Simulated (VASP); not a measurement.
# CeTi (Pm-3m) in VASP: further runs

CeTi is run at these levels: PBE, revPBE; tasks: single point.

All numbers are computed with VASP 6.6.1; they aren't measurements. Logs are shortened: lines on timing, memory, paths and dates and some standing lists are left out, and cuts for length are marked.

## Step 1: The cell of the first run

The structure is cubic, space group Pm-3m (No. 221). Conventional cell: a = 3.629 Å, b = 3.629 Å, c = 3.629 Å, α = 90.00°, β = 90.00°, γ = 90.00°. Within 4.1 Å of Ce (site symmetry m-3m) lie 8 Ti at 3.14 Å and 6 Ce at 3.63 Å. Within 4.1 Å of Ti (site symmetry m-3m) lie 8 Ce at 3.14 Å and 6 Ti at 3.63 Å.

## Step 2: Single point, PBE

INCAR reads:

```
SYSTEM = CeTi
PREC = Accurate
ENCUT = 500
EDIFF = 1E-6
ISMEAR = -1
SIGMA = 0.1
LREAL = .FALSE.
LASPH = .TRUE.
NELM = 200
ALGO = Normal
ISIF = 2
LWAVE = .FALSE.
LCHARG = .FALSE.
GGA = PE
NBANDS = 19
GGA_COMPAT = .FALSE.
LMAXMIX = 6
```

KPOINTS reads:

```
Automatic mesh
0
G
  5 5 5
  0 0 0
```

POSCAR reads:

```
CeTi
1.0
    3.6287140000      0.0000000000      0.0000000000
    0.0000000000      3.6287140000      0.0000000000
    0.0000000000      0.0000000000      3.6287140000
Ce Ti
1 1
Direct
    0.0000000000      0.0000000000      0.0000000000
    0.5000000000      0.5000000000      0.5000000000
```

Potentials or basis: VASP PAW PBE potentials, release 64 (Ce, Ti_sv).

The run is started by

```
cat potpaw_PBE.64/Ce/POTCAR potpaw_PBE.64/Ti_sv/POTCAR > POTCAR
mpirun -np 1 vasp_std > vasp.out
```

OUTCAR:

```text
SYSTEM = CeTi
   PREC = Accurate
   ENCUT = 500
   EDIFF = 1E-6
   ISMEAR = -1
   LREAL = .FALSE.
   LASPH = .TRUE.
   NELM = 200
   ISIF = 2
   GGA = PE

 ion  position               nearest neighbor table
   1  0.000  0.000  0.000-
   2  0.500  0.500  0.500-

  LATTYP: Found a simple cubic cell.
 ALAT       =     3.6287140000

  Lattice vectors:

 A1 = (   3.6287140000,   0.0000000000,   0.0000000000)
 A2 = (   0.0000000000,   3.6287140000,   0.0000000000)
 A3 = (   0.0000000000,   0.0000000000,   3.6287140000)

Analysis of symmetry for initial positions (statically):
=====================================================================
 Subroutine PRICEL returns:
 Original cell was already a primitive cell.

 Routine SETGRP: Setting up the symmetry group for a
 simple cubic supercell.

 Subroutine GETGRP returns: Found 48 space group operations
 (whereof 48 operations were pure point group operations)
 out of a pool of 48 trial point group operations.

The static configuration has the point symmetry O_h .

Analysis of symmetry for dynamics (positions and initial velocities):
=====================================================================
 Subroutine PRICEL returns:
 Original cell was already a primitive cell.

 Routine SETGRP: Setting up the symmetry group for a
 simple cubic supercell.

 Subroutine GETGRP returns: Found 48 space group operations
 (whereof 48 operations were pure point group operations)
 out of a pool of 48 trial point group operations.

The dynamic configuration has the point symmetry O_h .

 Subroutine INISYM returns: Found 48 space group operations
 (whereof 48 operations are pure point group operations),
 and found     1 'primitive' translations

----------------------------------------------------------------------------------------

                                     Primitive cell

  volume of cell :      47.7813

  direct lattice vectors                    reciprocal lattice vectors
     3.628714000  0.000000000  0.000000000     0.275579723  0.000000000  0.000000000
     0.000000000  3.628714000  0.000000000     0.000000000  0.275579723  0.000000000
     0.000000000  0.000000000  3.628714000     0.000000000  0.000000000  0.275579723

  length of vectors
     3.628714000  3.628714000  3.628714000     0.275579723  0.275579723  0.275579723

  position of ions in fractional coordinates (direct lattice)
     0.000000000  0.000000000  0.000000000
     0.500000000  0.500000000  0.500000000

  ion indices of the primitive-cell ions
   primitive index   ion index
                 1           1
                 2           2

----------------------------------------------------------------------------------------

 KPOINTS: Automatic mesh

Automatic generation of k-mesh.
 Grid dimensions read from file:
 generate k-points for:    5    5    5

 Generating k-lattice:

  Cartesian coordinates                     Fractional coordinates (reciprocal lattice)
     0.055115945  0.000000000  0.000000000     0.200000000  0.000000000  0.000000000
     0.000000000  0.055115945  0.000000000     0.000000000  0.200000000  0.000000000
     0.000000000  0.000000000  0.055115945     0.000000000  0.000000000  0.200000000

  Length of vectors
     0.055115945  0.055115945  0.055115945

  Shift w.r.t. Gamma in fractional coordinates (k-lattice)
     0.000000000  0.000000000  0.000000000

 Subroutine IBZKPT returns following result:
 ===========================================

 Found     10 irreducible k-points:

 Following reciprocal coordinates:
            Coordinates               Weight
  0.000000  0.000000  0.000000      1.000000
  0.200000  0.000000  0.000000      6.000000
  0.400000  0.000000  0.000000      6.000000
  0.200000  0.200000  0.000000     12.000000
  0.400000  0.200000  0.000000     24.000000
  0.400000  0.400000  0.000000     12.000000
  0.200000  0.200000  0.200000      8.000000
  0.400000  0.200000  0.200000     24.000000
  0.400000  0.400000  0.200000     24.000000
  0.400000  0.400000  0.400000      8.000000
   k-points           NKPTS =     10   k-points in BZ     NKDIM =     10   number of bands    NBANDS=     19
   number of dos      NEDOS =    301   number of ions     NIONS =      2
   total plane-waves  NPLWV =  21952
   dimension x,y,z NGX =    28 NGY =   28 NGZ =   28
   dimension x,y,z NGXF=    56 NGYF=   56 NGZF=   56
   ions per type =               1   1
   NGX,Y,Z   is equivalent  to a cutoff of  12.83, 12.83, 12.83 a.u.
   NGXF,Y,Z  is equivalent  to a cutoff of  25.66, 25.66, 25.66 a.u.
 SYSTEM =  CeTi
   PREC   = accura    normal or accurate (medium, high low for compatibility)
   ISTART =      0    job   : 0-new  1-cont  2-samecut
   ICHARG =      2    charge: 1-file 2-atom 10-const
   ISPIN  =      1    spin polarized calculation?
   LNONCOLLINEAR =      F non collinear calculations
   LSORBIT =      F    spin-orbit coupling
   LASPH  =      T    aspherical Exc in radial PAW
   ENCUT  =  500.0 eV  36.75 Ry    6.06 a.u.   6.62  6.62  6.62*2*pi/ulx,y,z
   NELM   =    200;   NELMIN=  2; NELMDL= -5     # of ELM steps
   EDIFF  = 0.1E-05   stopping-criterion for ELM
   LREAL  =      F    real-space projection
   EDIFFG = 0.1E-04   stopping-criterion for IOM
   NSW    =      0    number of steps for IOM
   IBRION =     -1    ionic relax: 0-MD 1-quasi-New 2-CG
   NFREE  =      0    steps in history (QN), initial steepest desc. (CG)
   ISIF   =      2    stress and relaxation
   ISYM   =      2    0-nonsym 1-usesym 2-fastsym
   POTIM  = 0.5000    time-step for ionic-motion
   TEBEG  =    0.0;   TEEND  =   0.0 temperature during run
   PSTRESS=    0.0 pullay stress
   NELECT =      24.0000    total number of electrons
   NUPDOWN=      -1.0000    fix difference up-down
   EMIN   =  10.00;   EMAX   =-10.00  energy-range for DOS
   EFERMI =   0.00;   METHOD = LEGACY
   ISMEAR =    -1;   SIGMA  =   0.10  broadening in eV -4-tet -1-fermi 0-gaus
   EFERMI_NEDOS =   21; number of points for ismear=-14 and -15
   IALGO  =     38    algorithm
   IMIX   =      4    mixing-type and parameters
     AMIX     =   0.40;   BMIX     =  1.00
     AMIX_MAG =   1.60;   BMIX_MAG =  1.00
  volume/ion in A,a.u.               =      23.89       161.22
  Fermi-wavevector in a.u.,A,eV,Ry     =   1.301345  2.459186 23.041456  1.693499
  Thomas-Fermi vector in A             =   2.432485
   LORBIT       =      0    0 simple, 1 ext, 2 COOP (PROOUT), +10 PAW based schemes
   GGA     = PE    functional components
   LHFCALC =     F    Hartree Fock is set to
   AEXX    =    0.0000 exact exchange contribution
   IVDW    =     0    specifies the selected vdW correction
   LEPSILON=     F    determine dielectric tensor
   LRPA    =     F    only Hartree local field effects (RPA)
 non-spin polarized calculation
  energy-cutoff  :      500.00
  volume of cell :       47.78
 maximum number of plane-waves:      1233
 NGX is ok and might be reduce to    28
   NGX = 13   NGY = 13   NGZ = 13

 number of electron      24.0000001 magnetization

 Free energy of the ion-electron system (eV)
  ---------------------------------------------------
  ext. energy  EPLUGINS =         0.00000000
  ---------------------------------------------------
  free energy    TOTEN  =       -13.27358766 eV

  energy without entropy =      -13.03576720  energy(sigma->0) =      -13.15467743

 E-fermi :   8.0407     XC(G=0): -10.9593

 val. band max:        7.9887006765   @ k =   0.4000   0.2000   0.0000
 cond. band min:       8.0819586863   @ k =   0.2000   0.2000   0.2000
 fundamental gap:      0.0932580098
 Fermi energy:         8.0407096124

 k-point     1 :       0.0000    0.0000    0.0000
  band No.  band energies     occupation
      1     -48.8624      2.00000
      2     -26.2589      2.00000
      3     -25.1061      2.00000
      4     -25.1061      2.00000
      5     -25.1061      2.00000
      6      -8.6657      2.00000
[... 11 lines left out ...]
     18       8.7790      0.00124
     19       8.8770      0.00047

 k-point     2 :       0.2000    0.0000    0.0000
  band No.  band energies     occupation
      1     -48.8616      2.00000
      2     -26.2532      2.00000
      3     -25.1044      2.00000
      4     -25.1044      2.00000
      5     -25.0966      2.00000
      6      -9.0094      2.00000
[... 11 lines left out ...]
     18       8.6686      0.00375
     19       9.1525      0.00003

 k-point     3 :       0.4000    0.0000    0.0000
  band No.  band energies     occupation
      1     -48.8602      2.00000
      2     -26.2448      2.00000
      3     -25.1016      2.00000
      4     -25.1016      2.00000
      5     -25.0790      2.00000
      6      -9.5134      2.00000
[... 11 lines left out ...]
     18       8.7981      0.00103
     19       9.5142      0.00000

 k-point     4 :       0.2000    0.2000    0.0000
  band No.  band energies     occupation
      1     -48.8607      2.00000
      2     -26.2341      2.00000
      3     -25.1192      2.00000
      4     -25.1028      2.00000
      5     -25.0866      2.00000
      6      -9.0033      2.00000
[... 11 lines left out ...]
     18       8.7525      0.00162
     19       8.9290      0.00028

 k-point     5 :       0.4000    0.2000    0.0000
  band No.  band energies     occupation
      1     -48.8594      2.00000
      2     -26.2046      2.00000
      3     -25.1193      2.00000
      4     -25.1003      2.00000
      5     -25.0931      2.00000
      6      -9.4527      2.00000
[... 11 lines left out ...]
     18       8.9457      0.00023
     19       8.9627      0.00020

 k-point     6 :       0.4000    0.4000    0.0000
  band No.  band energies     occupation
      1     -48.8580      2.00000
      2     -26.1360      2.00000
      3     -25.1405      2.00000
      4     -25.1264      2.00000
      5     -25.0981      2.00000
      6      -9.3616      2.00000
[... 11 lines left out ...]
     18       8.8540      0.00059
     19       8.9529      0.00022

 k-point     7 :       0.2000    0.2000    0.2000
  band No.  band energies     occupation
      1     -48.8599      2.00000
      2     -26.2091      2.00000
      3     -25.1173      2.00000
      4     -25.1173      2.00000
      5     -25.0852      2.00000
      6      -8.9742      2.00000
[... 11 lines left out ...]
     18       8.6458      0.00470
     19       9.0471      0.00009

 k-point     8 :       0.4000    0.2000    0.2000
  band No.  band energies     occupation
      1     -48.8585      2.00000
      2     -26.1684      2.00000
      3     -25.1214      2.00000
      4     -25.1141      2.00000
      5     -25.1016      2.00000
      6      -9.4041      2.00000
[... 11 lines left out ...]
     18       8.8791      0.00046
     19       9.0365      0.00009

 k-point     9 :       0.4000    0.4000    0.2000
  band No.  band energies     occupation
      1     -48.8572      2.00000
      2     -26.1073      2.00000
      3     -25.1381      2.00000
      4     -25.1289      2.00000
      5     -25.1117      2.00000
      6      -9.3304      2.00000
[... 11 lines left out ...]
     18       8.8308      0.00074
     19       8.8567      0.00057

 k-point    10 :       0.4000    0.4000    0.4000
  band No.  band energies     occupation
      1     -48.8559      2.00000
      2     -26.0595      2.00000
      3     -25.1342      2.00000
      4     -25.1342      2.00000
      5     -25.1328      2.00000
      6      -9.2812      2.00000
[... 11 lines left out ...]
     18       8.7901      0.00111
     19       8.8516      0.00060

------------------------ aborting loop because EDIFF is reached ----------------------------------------

  FORCE on cell =-STRESS in cart. coord.  units (eV):
  Direction    XX          YY          ZZ          XY          YZ          ZX
  --------------------------------------------------------------------------------------
  -------------------------------------------------------------------------------------
  Total       -0.5612830     -0.5612830     -0.5612830     -0.0000000      0.0000000     -0.0000000
  in kB      -18.8206327    -18.8206327    -18.8206327     -0.0000000      0.0000000     -0.0000000
  external PRESSURE =     -18.8206327 kB  Pullay stress =       0.0000000 kB

 VOLUME and BASIS-vectors are now :
 -----------------------------------------------------------------------------
  energy-cutoff  :      500.00
  volume of cell :       47.78
      direct lattice vectors                 reciprocal lattice vectors
     3.628714000  0.000000000  0.000000000     0.275579723  0.000000000  0.000000000
     0.000000000  3.628714000  0.000000000     0.000000000  0.275579723  0.000000000
     0.000000000  0.000000000  3.628714000     0.000000000  0.000000000  0.275579723

 POSITION                                       TOTAL-FORCE (eV/Angst)
 -----------------------------------------------------------------------------------
      0.00000      0.00000      0.00000         0.000000      0.000000      0.000000
      1.81436      1.81436      1.81436         0.000000      0.000000      0.000000
 -----------------------------------------------------------------------------------
    total drift:                                0.000000      0.000000      0.000000

  FREE ENERGIE OF THE ION-ELECTRON SYSTEM (eV)
  ---------------------------------------------------
  free  energy   TOTEN  =       -13.2735876577 eV

  energy  without entropy=      -13.0357671998  energy(sigma->0) =      -13.15467743
```

Run time: 22 s. Hardware: 1 thread of Intel Xeon Platinum 8259CL at 2.50GHz (Skylake/Cascade Lake), shared host; peak memory 0.17 GiB.

Results:

* Free energy: -13.2736 eV
* Pressure: -1.9 GPa
* Band gap on the k mesh: zero (bands 12 and 13 overlap by 0.48 eV)

Levels at points of the mesh, in eV from the Fermi level:
```
           k point  band 8  band 9  band 10  band 11  band 12  band 13  band 14  band 15
(0.00, 0.00, 0.00)  -16.71   -4.37    -2.23    -2.23     0.52     0.52     0.52     0.61
```

Caveat: spin-orbit coupling is left out, which moves the levels of the heavy elements; semilocal functionals describe open f shells poorly, which spoils levels, moments and volumes.

[end of part 1 of 2]
